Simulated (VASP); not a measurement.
Runs of VASP 6.6.1 on ZnB6. The structure is that of space group Pm-3m (No. 221), or close to it. The cells are those of the table. 

```csv
task,cell,k mesh,gap on the mesh (eV),pressure (GPa),relaxed volume (Å³/atom),largest force (eV/Å)
single point,"a = 4.128 Å, 7 atoms",4 × 4 × 4,none,(b),-,0.01
single point,"a = 4.132 Å, 7 atoms",10 × 10 × 10,none,0.1,-,0.02
relaxation of cell and atoms,"relaxed from a = 3.962 Å, 7 atoms",4 × 4 × 4,none,0.2,10.06,0.02
relaxation of cell and atoms,"relaxed from a = 4.128 Å, 7 atoms",10 × 10 × 10,none,0.0,10.09,0.01
single point,"a = 3.962 Å, 7 atoms",4 × 4 × 4,none,(a),-,3.51
```

Alike in all rows: level PBE; potentials or basis VASP PAW PBE potentials, release 64 (Zn, B); no spin polarisation; cutoff (eV) 500; smearing gaussian 0.1 eV.

Problem. Fill in the values left out.

Solution. (a) 26.1; (b) 0.4.

Caveats: some runs use coarse meshes; forces of over 1 eV/Å act on the atoms, so gaps and moduli don't describe the material at rest (some runs).

A gap of «none» marks levels without a gap at the run's occupations.
